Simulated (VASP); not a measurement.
# Al2Cu in VASP: a series of runs

Al2Cu is run at these levels: PBE+D3(BJ); tasks: single point.

Everything below comes from runs of VASP 6.6.1. Logs are shortened: lines on timing, memory, paths and dates and some standing lists are left out, and cuts for length are marked.

### 1 The cell of the first run

The cell holds a slab with vacuum, 12 atoms: a = 4.810 Å, b = 4.855 Å, c = 24.101 Å, α = 90.00°, β = 90.00°, γ = 119.70°.

### 2 Single point, PBE+D3(BJ)

INCAR

```
SYSTEM = Al2Cu
PREC = Accurate ; ENCUT = 520
EDIFF = 1E-6 ; ISMEAR = 0
SIGMA = 0.1 ; LREAL = .FALSE.
LASPH = .TRUE. ; NELM = 120
ALGO = Normal ; ISIF = 2
LWAVE = .FALSE. ; LCHARG = .TRUE.
LDIPOL = .TRUE. ; IDIPOL = 3
DIPOL = 0.5 0.5 0.498 ; GGA = PE
IVDW = 12 ; LELF = .TRUE.
LVHAR = .TRUE. ; LVACPOTAV = .TRUE.
NBANDS = 46 ; GGA_COMPAT = .FALSE.
NELMDL = -8
```

KPOINTS

```
Automatic mesh
0
G
  7 7 1
  0 0 0
```

POSCAR

```
Al2Cu
1.0
    4.8103827286      0.0000000000      0.0000000000
   -2.4051913643      4.2174816829      0.0000000000
    0.0000000000      0.0000000000     24.1005112911
Al Cu
8 4
Direct
    0.4082048453      0.8164096907      0.3526896130
    0.0917951546      0.1835903093      0.3526896130
    0.7500000000      0.5000000000      0.4080598937
    0.2500000000      0.5000000000      0.4723148597
    0.9092637005      0.8185274009      0.5279705228
    0.5907362995      0.1814725991      0.5279705228
    0.2500000000      0.5000000000      0.5862120764
    0.7500000000      0.5000000000      0.6357276075
    0.7500000000      0.0000000000      0.4401873767
    0.2500000000      0.0000000000      0.4401873767
    0.2500000000      0.0000000000      0.6150980827
    0.7500000000      0.0000000000      0.6150980827
```

Potentials or basis: VASP PAW PBE potentials, release 64 (Al, Cu).

On the command line:

```console
cat potpaw_PBE.64/Al/POTCAR potpaw_PBE.64/Cu/POTCAR > POTCAR
mpirun -np 1 vasp_std > vasp.out
```

OUTCAR:

```text
SYSTEM = Al2Cu
   PREC = Accurate
   ENCUT = 520
   EDIFF = 1E-6
   ISMEAR = 0
   LREAL = .FALSE.
   LASPH = .TRUE.
   NELM = 120
   ISIF = 2
   GGA = PE
   IVDW = 12
   NELMDL = -8
 IVDW          = 12

 ion  position               nearest neighbor table
   1  0.408  0.816  0.353-  10 2.55   9 2.55   2 2.67   2 2.86   2 2.86   3 3.06   3 3.06   3 3.18
                             4 3.18
   2  0.092  0.184  0.353-   9 2.55  10 2.55   1 2.67   1 2.86   1 2.86   3 3.06   3 3.06   3 3.18
                             4 3.18
   3  0.750  0.500  0.408-   9 2.55  10 2.55   9 2.55  10 2.55   4 2.86   4 2.86   1 3.06   2 3.06
                             1 3.06   2 3.06   2 3.18   1 3.18   6 3.19   5 3.19
   4  0.250  0.500  0.472-   9 2.55  10 2.55  10 2.55   9 2.55   7 2.74   3 2.86   3 2.86   5 3.06
                             6 3.06   6 3.06   5 3.06   6 3.17   5 3.17   2 3.18   1 3.18
   5  0.909  0.819  0.528-  11 2.54  12 2.54  10 2.55   9 2.55   6 2.69   6 2.85   6 2.85   8 2.92
                             4 3.06   4 3.06   7 3.09   7 3.09   4 3.17   3 3.19   7 3.20
   6  0.591  0.181  0.528-  11 2.54  12 2.54  10 2.55   9 2.55   5 2.69   5 2.85   5 2.85   8 2.92
                             4 3.06   4 3.06   7 3.09   7 3.09   4 3.17   3 3.19   7 3.20
   7  0.250  0.500  0.586-  11 2.53  12 2.53  11 2.53  12 2.53   8 2.68   8 2.68   4 2.74   5 3.09
                             6 3.09   5 3.09   6 3.09   6 3.20   5 3.20
   8  0.750  0.500  0.636-  11 2.48  12 2.48  12 2.48  11 2.48   7 2.68   7 2.68   5 2.92   6 2.92

   9  0.750  0.000  0.440-  10 2.41  10 2.41   4 2.55   4 2.55   3 2.55   3 2.55   2 2.55   1 2.55
                             5 2.55   6 2.55
  10  0.250  0.000  0.440-   9 2.41   9 2.41   4 2.55   4 2.55   3 2.55   3 2.55   1 2.55   2 2.55
                             5 2.55   6 2.55
  11  0.250  0.000  0.615-  12 2.41  12 2.41   8 2.48   8 2.48   7 2.53   7 2.53   5 2.54   6 2.54

  12  0.750  0.000  0.615-  11 2.41  11 2.41   8 2.48   8 2.48   7 2.53   7 2.53   5 2.54   6 2.54

  LATTYP: Found a base centered orthorhombic cell.
 ALAT       =     4.8103827286
 B/A-ratio  =     1.7534911132
 C/A-ratio  =     5.0101026573

  Lattice vectors:

 A1 = (   2.4051913643,  -4.2174816829,   0.0000000000)
 A2 = (   2.4051913643,   4.2174816829,   0.0000000000)
 A3 = (   0.0000000000,   0.0000000000,  24.1005112911)

Analysis of symmetry for initial positions (statically):
=====================================================================
 Subroutine PRICEL returns:
 Original cell was already a primitive cell.

 Routine SETGRP: Setting up the symmetry group for a
 base centered orthorhombic supercell.

 Subroutine GETGRP returns: Found  4 space group operations
 (whereof  2 operations were pure point group operations)
 out of a pool of  8 trial point group operations.

The static configuration has the point symmetry C_1h.
 The point group associated with its full space group is C_2v.

Analysis of symmetry for dynamics (positions and initial velocities):
=====================================================================
 Subroutine PRICEL returns:
 Original cell was already a primitive cell.

 Routine SETGRP: Setting up the symmetry group for a
 base centered orthorhombic supercell.

 Subroutine GETGRP returns: Found  4 space group operations
 (whereof  2 operations were pure point group operations)
 out of a pool of  8 trial point group operations.

The dynamic configuration has the point symmetry C_1h.
 The point group associated with its full space group is C_2v.

 Subroutine INISYM returns: Found  4 space group operations
 (whereof  2 operations are pure point group operations),
 and found     1 'primitive' translations

----------------------------------------------------------------------------------------

                                     Primitive cell

  volume of cell :     488.9440

  direct lattice vectors                    reciprocal lattice vectors
     4.810382729  0.000000000  0.000000000     0.207883667  0.118554160  0.000000000
    -2.405191364  4.217481683  0.000000000     0.000000000  0.237108321  0.000000000
     0.000000000  0.000000000 24.100511291     0.000000000  0.000000000  0.041492896

  length of vectors
     4.810382729  4.855110426 24.100511291     0.239312991  0.237108321  0.041492896

  position of ions in fractional coordinates (direct lattice)
     0.408204845  0.816409691  0.352689613
     0.091795155  0.183590309  0.352689613
     0.750000000  0.500000000  0.408059894
     0.250000000  0.500000000  0.472314860
     0.909263700  0.818527401  0.527970523
     0.590736300  0.181472599  0.527970523
     0.250000000  0.500000000  0.586212076
     0.750000000  0.500000000  0.635727608
     0.750000000  0.000000000  0.440187377
     0.250000000  0.000000000  0.440187377
     0.250000000  0.000000000  0.615098083
     0.750000000  0.000000000  0.615098083

  ion indices of the primitive-cell ions
   primitive index   ion index
                 1           1
                 2           2
                 3           3
                 4           4
                 5           5
                 6           6
                 7           7
                 8           8
                 9           9
                10          10
                11          11
                12          12

----------------------------------------------------------------------------------------

 KPOINTS: Automatic mesh

Automatic generation of k-mesh.
 Grid dimensions read from file:
 generate k-points for:    7    7    1

 Generating k-lattice:

  Cartesian coordinates                     Fractional coordinates (reciprocal lattice)
     0.029697667  0.016936309  0.000000000     0.142857143  0.000000000  0.000000000
     0.000000000  0.033872617  0.000000000     0.000000000  0.142857143  0.000000000
     0.000000000  0.000000000  0.041492896     0.000000000  0.000000000  1.000000000

  Length of vectors
     0.034187570  0.033872617  0.041492896

  Shift w.r.t. Gamma in fractional coordinates (k-lattice)
     0.000000000  0.000000000  0.000000000

 Subroutine IBZKPT returns following result:
 ===========================================

 Found     16 irreducible k-points:

 Following reciprocal coordinates:
            Coordinates               Weight
  0.000000  0.000000  0.000000      1.000000
  0.142857  0.000000  0.000000      4.000000
  0.285714  0.000000  0.000000      4.000000
  0.428571 -0.000000  0.000000      4.000000
  0.000000  0.142857  0.000000      2.000000
  0.142857  0.142857  0.000000      4.000000
[... 8 lines left out ...]
  0.000000  0.428571  0.000000      2.000000
  0.142857  0.428571  0.000000      2.000000
   k-points           NKPTS =     16   k-points in BZ     NKDIM =     16   number of bands    NBANDS=     46
   number of dos      NEDOS =    301   number of ions     NIONS =     12
   total plane-waves  NPLWV = 233280
   dimension x,y,z NGX =    36 NGY =   36 NGZ =  180
   dimension x,y,z NGXF=    72 NGYF=   72 NGZF=  360
   ions per type =               8   4
   NGX,Y,Z   is equivalent  to a cutoff of  12.44, 12.33, 12.42 a.u.
   NGXF,Y,Z  is equivalent  to a cutoff of  24.88, 24.65, 24.83 a.u.
 SYSTEM =  Al2Cu
   PREC   = accura    normal or accurate (medium, high low for compatibility)
   ISTART =      0    job   : 0-new  1-cont  2-samecut
   ICHARG =      2    charge: 1-file 2-atom 10-const
   ISPIN  =      1    spin polarized calculation?
   LNONCOLLINEAR =      F non collinear calculations
   LSORBIT =      F    spin-orbit coupling
   LASPH  =      T    aspherical Exc in radial PAW
   ENCUT  =  520.0 eV  38.22 Ry    6.18 a.u.   8.94  9.03 44.81*2*pi/ulx,y,z
   NELM   =    120;   NELMIN=  2; NELMDL= -8     # of ELM steps
   EDIFF  = 0.1E-05   stopping-criterion for ELM
   LREAL  =      F    real-space projection
[... 7 lines left out ...]
   TEBEG  =    0.0;   TEEND  =   0.0 temperature during run
   PSTRESS=    0.0 pullay stress
   NELECT =      68.0000    total number of electrons
   NUPDOWN=      -1.0000    fix difference up-down
   EMIN   =  10.00;   EMAX   =-10.00  energy-range for DOS
   EFERMI =   0.00;   METHOD = LEGACY
   ISMEAR =     0;   SIGMA  =   0.10  broadening in eV -4-tet -1-fermi 0-gaus
   EFERMI_NEDOS =   21; number of points for ismear=-14 and -15
   IALGO  =     38    algorithm
   IMIX   =      4    mixing-type and parameters
     AMIX     =   0.40;   BMIX     =  1.00
     AMIX_MAG =   1.60;   BMIX_MAG =  1.00
  volume/ion in A,a.u.               =      40.75       274.96
  Fermi-wavevector in a.u.,A,eV,Ry     =   0.848187  1.602840  9.788312  0.719421
  Thomas-Fermi vector in A             =   1.963811
   LORBIT       =      0    0 simple, 1 ext, 2 COOP (PROOUT), +10 PAW based schemes
   GGA     = PE    functional components
   LHFCALC =     F    Hartree Fock is set to
   AEXX    =    0.0000 exact exchange contribution
   IVDW    =    12    specifies the selected vdW correction
   LEPSILON=     F    determine dielectric tensor
   LRPA    =     F    only Hartree local field effects (RPA)
 non-spin polarized calculation
 Gauss-broadening in eV      SIGMA  =   0.10
  energy-cutoff  :      520.00
  volume of cell :      488.94
 maximum number of plane-waves:     13229
   NGX = 17   NGY = 19   NGZ = 89

 dipolmoment           0.000000      0.000000      0.022115 electrons x Angstroem

 number of electron      68.0000024 magnetization

 dipolmoment           0.000000      0.000000     -0.010468 electrons x Angstroem

 Free energy of the ion-electron system (eV)
  ---------------------------------------------------
  ext. energy  EPLUGINS =         0.00000000
  ---------------------------------------------------
  free energy    TOTEN  =       -44.04281054 eV

  energy without entropy =      -44.02238867  energy(sigma->0) =      -44.03259960

 E-fermi :   0.2310     XC(G=0):  -4.6647

 val. band max:        0.2222543241   @ k =   0.4286  -0.0000   0.0000
 cond. band min:       0.2663397693   @ k =   0.0000   0.4286   0.0000
 fundamental gap:      0.0440854452
 Fermi energy:         0.2310167613

 k-point     1 :       0.0000    0.0000    0.0000
  band No.  band energies     occupation
      1     -10.5127      2.00000
      2      -9.2673      2.00000
      3      -7.2117      2.00000
      4      -5.5235      2.00000
      5      -5.3053      2.00000
      6      -5.1426      2.00000
[... 38 lines left out ...]
     45       3.5797      0.00000
     46       3.6596      0.00000

 k-point     2 :       0.1429    0.0000    0.0000
  band No.  band energies     occupation
      1     -10.3377      2.00000
      2      -9.0945      2.00000
      3      -7.0605      2.00000
      4      -5.4921      2.00000
      5      -5.3804      2.00000
      6      -5.0899      2.00000
[... 38 lines left out ...]
     45       3.3941      0.00000
     46       3.7081      0.00000

 k-point     3 :       0.2857    0.0000    0.0000
  band No.  band energies     occupation
      1      -9.8170      2.00000
      2      -8.5837      2.00000
      3      -6.6332      2.00000
      4      -6.4384      2.00000
      5      -5.5236      2.00000
      6      -5.2592      2.00000
[... 626 lines left out ...]
     45       4.8772      0.00000
     46       5.0393      0.00000

 k-point    16 :       0.1429    0.4286    0.0000
  band No.  band energies     occupation
      1      -8.3836      2.00000
      2      -8.2969      2.00000
      3      -7.1702      2.00000
      4      -7.0814      2.00000
      5      -6.0753      2.00000
      6      -5.5994      2.00000
[... 38 lines left out ...]
     45       4.5859      0.00000
     46       5.0702      0.00000

------------------------ aborting loop because EDIFF is reached ----------------------------------------

 Edisp (eV)   -3.68339

 E8    (eV) :    -1.6868

  FORCE on cell =-STRESS in cart. coord.  units (eV):
  Direction    XX          YY          ZZ          XY          YZ          ZX
  --------------------------------------------------------------------------------------
  -------------------------------------------------------------------------------------
  Total       0.12154    -1.99636     0.76916     0.00000     0.00000     0.00000
  in kB       0.39826    -6.54171     2.52039     0.00000     0.00000     0.00000
  external pressure =       -1.21 kB  Pullay stress =        0.00 kB

 VOLUME and BASIS-vectors are now :
 -----------------------------------------------------------------------------
  energy-cutoff  :      520.00
  volume of cell :      488.94
      direct lattice vectors                 reciprocal lattice vectors
     4.810382729  0.000000000  0.000000000     0.207883667  0.118554160  0.000000000
    -2.405191364  4.217481683  0.000000000     0.000000000  0.237108321  0.000000000
     0.000000000  0.000000000 24.100511291     0.000000000  0.000000000  0.041492896

 POSITION                                       TOTAL-FORCE (eV/Angst)
 -----------------------------------------------------------------------------------
     -0.00000      3.44319      8.50000        -0.000000      0.119999     -0.126072
     -0.00000      0.77429      8.50000         0.000000     -0.119999     -0.126072
      2.40519      2.10874      9.83445         0.000000      0.000000     -0.196311
      0.00000      2.10874     11.38303        -0.000000      0.000000      0.025551
      2.40519      3.45212     12.72436         0.000000     -0.001692     -0.011465
      2.40519      0.76536     12.72436         0.000000      0.001692     -0.011465
      0.00000      2.10874     14.12801        -0.000000      0.000000     -0.016553
      2.40519      2.10874     15.32136        -0.000000      0.000000     -0.003544
      3.60779      0.00000     10.60874         0.000000      0.000000      0.202847
      1.20260      0.00000     10.60874         0.000000      0.000000      0.202847
      1.20260      0.00000     14.82418         0.000000      0.000000      0.030119
      3.60779      0.00000     14.82418         0.000000      0.000000      0.030119
 -----------------------------------------------------------------------------------
    total drift:                                0.000001      0.000000     -0.002028

  FREE ENERGIE OF THE ION-ELECTRON SYSTEM (eV)
  ---------------------------------------------------
  free  energy   TOTEN  =       -47.7262038058 eV

  energy  without entropy=      -47.7057819360  energy(sigma->0) =      -47.71599287

 vacuum level on the upper side and lower side of the slab         4.477         4.570
```

It took 29 min on 1 thread of Oxide Virtual Turin-like, shared host; peak memory 0.62 GiB.

Results:

* Free energy: -47.7262 eV
* Largest force: 0.203 eV/Å
* Band gap on the k mesh: zero (bands 34 and 35 overlap by 0.94 eV)
* Dispersion energy per atom: -0.307 eV

Forces in eV/Å, atoms in the order of the input:
```
Al   0.000  0.120 -0.126
Al   0.000 -0.120 -0.126
Al   0.000  0.000 -0.196
Al   0.000  0.000  0.026
Al   0.000 -0.002 -0.011
Al   0.000  0.002 -0.011
Al   0.000  0.000 -0.017
Al   0.000  0.000 -0.004
Cu   0.000  0.000  0.203
Cu   0.000  0.000  0.203
Cu   0.000  0.000  0.030
Cu   0.000  0.000  0.030
```

Levels at points of the mesh, in eV from the Fermi level:
| k point | band 31 | band 32 | band 33 | band 34 | band 35 | band 36 | band 37 | band 38 |
| --- | --- | --- | --- | --- | --- | --- | --- | --- |
| (0.00, 0.00, 0.00) | -1.46 | -0.89 | -0.88 | -0.79 | -0.66 | -0.39 | 0.72 | 1.07 |

### 3 Single point, PBE+D3(BJ)

INCAR

```
PREC = Accurate ; ENCUT = 520
EDIFF = 1E-6 ; ISMEAR = 0
SIGMA = 0.1 ; LREAL = F
LASPH = T ; NELM = 120
ALGO = Normal ; ISIF = 2
LWAVE = F ; LCHARG = F
LDIPOL = T ; IDIPOL = 3
DIPOL = 0.5 0.5 0.498 ; GGA = PE
IVDW = 12 ; NBANDS = 46
GGA_COMPAT = F ; NELMDL = -8
```

KPOINTS

```
Automatic mesh
0
Gamma
  7 7 1
```

POSCAR

```
Al2Cu
1.0
    4.8103827286      0.0000000000      0.0000000000
   -2.4051913643      4.2174816829      0.0000000000
    0.0000000000      0.0000000000     24.1005112911
Al Cu
8 4
Direct
    0.4082048453      0.8164096907      0.3526896130
    0.0917951546      0.1835903093      0.3526896130
    0.7500000000      0.5000000000      0.4080598937
    0.2500000000      0.5000000000      0.4723148597
    0.9092670714      0.8185341429      0.5279712115
    0.5907329286      0.1814658571      0.5279712115
    0.2500000000      0.5000000000      0.5862120038
    0.7500000000      0.5000000000      0.6357223704
    0.7500000000      0.0000000000      0.4401873767
    0.2500000000      0.0000000000      0.4401873767
    0.2500000000      0.0000000000      0.6150984956
    0.7500000000      0.0000000000      0.6150984956
```

Potentials or basis: VASP PAW PBE potentials, release 64 (Al, Cu).

On the command line:

```console
cat potpaw_PBE.64/Al/POTCAR potpaw_PBE.64/Cu/POTCAR > POTCAR
mpirun -np 1 vasp_std > vasp.out
```

Wall time 29 min (1 thread of Oxide Virtual Turin-like, shared host); peak memory 0.61 GiB.

It converged, with:

- Free energy: -47.7262 eV
- Largest force: 0.203 eV/Å
- Band gap on the k mesh: zero (bands 34 and 35 overlap by 0.94 eV)
- Dispersion energy per atom: -0.307 eV

Forces on the atoms (eV/Å):
```
Al   0.000  0.120 -0.126
Al   0.000 -0.120 -0.126
Al   0.000  0.000 -0.196
Al   0.000  0.000  0.026
Al   0.000 -0.002 -0.012
Al   0.000  0.002 -0.012
Al   0.000  0.000 -0.017
Al   0.000  0.000 -0.003
Cu   0.000  0.000  0.203
Cu   0.000  0.000  0.203
Cu   0.000  0.000  0.030
Cu   0.000  0.000  0.030
```

Levels at points of the mesh, in eV from the Fermi level:
```tsv
k point	band 31	band 32	band 33	band 34	band 35	band 36	band 37	band 38
(0.00, 0.00, 0.00)	-1.46	-0.89	-0.88	-0.79	-0.66	-0.39	0.72	1.07
```

The gap in the log of VASP goes by the Fermi energy; the results here count the filled bands.